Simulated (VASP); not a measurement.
SiC: single point with PBE

Crystal: SiC.

```
Si C
1.0
     3.09412    0.00000    0.00000
    -1.54706    2.67959    0.00000
     0.00000    0.00000   10.12934
Si C
4 4
Direct
  0.66667 0.33333 0.93784
  0.33333 0.66667 0.43784
  0.00000 0.00000 0.68790
  0.00000 0.00000 0.18790
  0.66667 0.33333 0.73994
  0.33333 0.66667 0.23994
  0.00000 0.00000 0.49058
  0.00000 0.00000 0.99058
```

This cell differs from its parent crystal: all C atoms moved -0.100 Å, as atom 5 along Cartesian [0 0 1].

```json
{
 "Program": "VASP 6.6.1",
 "Task": "single point",
 "Functional": "PBE",
 "Potentials or basis": "VASP PAW PBE potentials, release 64 (Si, C)",
 "Cutoff": "520 eV",
 "k mesh": "12 × 12 × 4",
 "Occupations": "gaussian, width 0.05 eV",
 "Spin": "no spin polarisation"
}
```

The pressure is 0.9 GPa, the largest force is 1.475 eV/Å and the band gap on the k mesh is 1.78 eV (least direct gap 3.46 eV).

Forces in eV/Å, atoms in the order of the input:
```
Si   0.000  0.000 -1.475
Si   0.000  0.000 -1.475
Si   0.000  0.000 -1.405
Si   0.000  0.000 -1.405
C    0.000  0.000  1.430
C    0.000  0.000  1.430
C    0.000  0.000  1.449
C    0.000  0.000  1.449
```

Stress tensor (GPa, compression positive):
```
 3.51  0.00  0.00
 0.00  3.51  0.00
 0.00  0.00 -4.27
```

Levels at points of the mesh, in eV from the valence-band top:
```csv
k point,band 12,band 13,band 14,band 15,band 16,band 17,band 18,band 19,band 20,band 21
"(0.00, 0.00, 0.00)",-1.27,-1.27,-0.75,-0.75,0.00,4.45,5.00,5.57,5.71,6.34
"(0.50, 0.00, 0.00)",-3.05,-3.01,-2.39,-1.89,-1.67,1.78,1.79,3.62,4.14,4.54
"(0.00, 0.00, 0.50)",-1.63,-0.94,-0.94,-0.94,-0.94,4.65,4.65,6.16,6.16,6.45
"(0.50, 0.00, 0.50)",-3.63,-2.61,-2.61,-2.27,-2.27,2.13,2.13,3.68,3.68,5.56
```

Wall time 52 s on 1 thread of Intel(R) Xeon(R) 6975P-C (Granite Rapids) (shared host), peak memory 0.24 GiB.

Caveat: the cell differs from its parent crystal (all C atoms moved -0.100 Å, as atom 5 along Cartesian [0 0 1]); forces of over 1 eV/Å act on the atoms, so gaps and moduli don't describe the material at rest. A k mesh can miss the band edges.
